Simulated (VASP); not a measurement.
MoS2: single point with PBE+D3(BJ)

Crystal: MoS2.

```
CELL_PARAMETERS angstrom
-1.56712 -2.71432 0.00000
1.56712 -2.71432 0.00000
0.00000 0.00000 18.56497
ATOMIC_POSITIONS crystal
Mo 0.00000 0.00000 0.80193
Mo 0.33333 0.33333 0.16040
Mo 0.66667 0.66667 0.48116
S 0.00000 0.00000 0.56748
S 0.33333 0.33333 0.88825
S 0.66667 0.66667 0.24672
S 0.00000 0.00000 0.07408
S 0.33333 0.33333 0.39484
S 0.66667 0.66667 0.71561
```

| Quantity | Value |
| --- | --- |
| Program | VASP 6.6.1 |
| Task | single point |
| Functional | PBE |
| Dispersion | D3(BJ) |
| Potentials or basis | VASP PAW PBE potentials, release 64 (Mo_sv, S) |
| Cutoff | 520 eV |
| k mesh | 14 × 14 × 3 |
| Occupations | gaussian, width 0.15 eV |
| Spin | no spin polarisation |

The pressure is -0.3 GPa and the largest force is 0.134 eV/Å. The band gap on the k mesh is zero (bands 39 and 40 overlap by 0.42 eV) and the dispersion energy per atom is -0.434 eV.

Forces in eV/Å, atoms in the order of the input:
```
Mo   0.000  0.000  0.034
Mo   0.000  0.000 -0.034
Mo   0.000  0.000  0.000
S    0.000  0.000 -0.006
S    0.000  0.000  0.134
S    0.000  0.000  0.012
S    0.000  0.000 -0.134
S    0.000  0.000  0.006
S    0.000  0.000 -0.012
```

Stress tensor (GPa, compression positive):
```
-0.09  0.00  0.00
 0.00 -0.09  0.00
 0.00  0.00 -0.65
```

Levels at points of the mesh, in eV from the Fermi level:
```csv
k point,band 36,band 37,band 38,band 39,band 40,band 41,band 42,band 43
"(0.00, 0.00, 0.00)",-0.78,-0.78,-0.51,-0.26,-0.11,-0.11,-0.05,-0.05
"(0.50, 0.00, 0.00)",-2.06,-1.64,-1.46,-1.34,1.34,1.34,1.38,1.82
```

Run time: 4.6 min on 1 thread of Intel(R) Xeon(R) 6975P-C (Granite Rapids) (shared host), peak memory 0.51 GiB.
